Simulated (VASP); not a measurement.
Set up this calculation in VASP 6.6.1, as the native input.

```
Task                   : single point
Functional             : r2SCAN
Potentials or basis    : VASP PAW PBE potentials, release 64 (B, N)
Cutoff                 : 520 eV
k mesh                 : 10 × 10 × 10
Occupations            : gaussian, width 0.01 eV
Spin                   : no spin polarisation
Dipole correction      : no
Further INCAR settings : ALGO = Normal; EDIFF = 1e-06; NBANDS = 11
```

Crystal: BN (Qingsongite).

```
B N
1.0
     0.00000    1.78659    1.78659
     1.78659    0.00000    1.78659
     1.78659    1.78659    0.00000
B N
1 1
Direct
  0.00000 0.00000 0.00000
  0.25000 0.25000 0.25000
```

This cell differs from its parent crystal: volume changed by -3%.

These files were run (other wordings do the same):

POSCAR

```
BN
1.0
    0.0000000000      1.7865927584      1.7865927584
    1.7865927584      0.0000000000      1.7865927584
    1.7865927584      1.7865927584      0.0000000000
B N
1 1
Direct
    0.0000000000      0.0000000000      0.0000000000
    0.2500000000      0.2500000000      0.2500000000
```

INCAR.step1

```
  PREC = Accurate
  ENCUT = 520
  ISMEAR = 0
  SIGMA = 0.01
  LREAL = False
  LASPH = True
  NELM = 100
  NBANDS = 11
  GGA = PE
  ALGO = Normal
  EDIFF = 1E-4
  LWAVE = True
  LCHARG = False
```

INCAR.step2

```
  PREC = Accurate
  ENCUT = 520
  EDIFF = 1E-6
  ISMEAR = 0
  SIGMA = 0.01
  LREAL = False
  LASPH = True
  NELM = 100
  ALGO = Normal
  ISIF = 2
  LWAVE = False
  LCHARG = False
  METAGGA = R2SCAN
  LMIXTAU = True
  NBANDS = 11
  ISTART = 1
```

KPOINTS

```
Automatic mesh
0
Gamma
  10 10 10
```

Potentials or basis: VASP PAW PBE potentials, release 64 (B, N).

Run with:

```console
$ cat potpaw_PBE.64/B/POTCAR potpaw_PBE.64/N/POTCAR > POTCAR
$ cp INCAR.step1 INCAR
$ mpirun -np 1 vasp_std > vasp.out
$ cp INCAR.step2 INCAR
$ mpirun -np 1 vasp_std > vasp.out
```

Results of the run:

The pressure is 13.9 GPa and the band gap on the k mesh is 5.02 eV, indirect (least direct gap 9.70 eV).

Caveat: the PAW data sets were made with another functional, which shifts forces and pressure a little.

Wall time 18 s on 1 thread of Intel Xeon 6975P-C, on a shared host, peak memory 0.12 GiB.
